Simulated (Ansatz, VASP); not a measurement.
## Two plane-wave programs on BeSn2S3

```
CELL_PARAMETERS angstrom
5.15714 0.00000 0.00483
0.00000 3.59717 0.00000
-0.85402 0.00000 8.58620
ATOMIC_POSITIONS crystal
Be 0.42938 0.50000 0.15521
Sn 0.47980 0.50000 0.57451
Sn 0.96889 0.00000 0.94364
S 0.33358 0.50000 0.91760
S 0.44716 0.00000 0.26677
S 0.84119 0.00000 0.64227
```

Change from the starting cell: species swapped into the Fe2AsS3 type (Pm, No. 6).

Alike in both runs: functional PBE; k mesh 8 × 10 × 4; occupations gaussian, width 0.02 eV; no spin polarisation.

Ansatz relaxed the structure, and its values are those at the end. VASP's run is a single point on that final structure, the one shown.

|  | VASP | Ansatz |
| --- | --- | --- |
| version | VASP 6.6.1 | Ansatz 0.2.0 |
| potentials or method | VASP PAW PBE potentials, release 64 (Be, Sn_d, S), cutoff 520 eV | scalar-relativistic, plane waves, PAW |
| valence electrons in the cell | 48 | 48 |

```tsv
	VASP	Ansatz	Ansatz less VASP
gap on the k mesh at the Fermi level (eV)	0.59	0.59	-0.003
least direct gap on the mesh (eV)	1.27	1.27	-0.002
pressure (GPa)	0.0	0.0	+0.03
rms of the force components (eV/Å)	0.009	0.004	-0.0042
```
